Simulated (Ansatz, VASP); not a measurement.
## Two plane-wave programs on Y3TaF2

```
Y Ta F
1.0
     7.02970    0.00000    0.00000
    -3.51485    6.08790    0.00000
     0.00000    0.00000    3.39879
Y Ta F
3 1 2
Direct
  0.36431 0.00000 0.00000
  0.00000 0.36431 0.00000
  0.63569 0.63569 0.00000
  0.00000 0.00000 0.50000
  0.33333 0.66667 0.00000
  0.66667 0.33333 0.00000
```

Alike in both runs: task relaxation of cell and atoms; functional PBE; k mesh 6 × 6 × 10; occupations gaussian, width 0.1 eV; no spin polarisation.

```csv
,VASP,Ansatz
version,VASP 6.6.1,Ansatz 0.2.0
potentials or method,"VASP PAW PBE potentials, release 64 (Y_sv, Ta_pv, F), cutoff 600 eV","scalar-relativistic, plane waves, PAW"
valence electrons in the cell,58,60
```

```tsv
	VASP	Ansatz	Ansatz less VASP
gap on the k mesh at the Fermi level, each at its own relaxed structure (eV)	none	none	-
relaxed volume (Å³/atom)	24.17	24.24	+0.068
relaxed cell length with the largest relative difference (Å)	3.392	3.399	+0.0065
```

A gap of «none» marks a metal or a gap that the smearing closes. VASP's potentials hold 58 valence electrons a cell and Ansatz's 60, so a difference there can come from the potentials and not from the codes.

Spin-orbit coupling is off throughout.
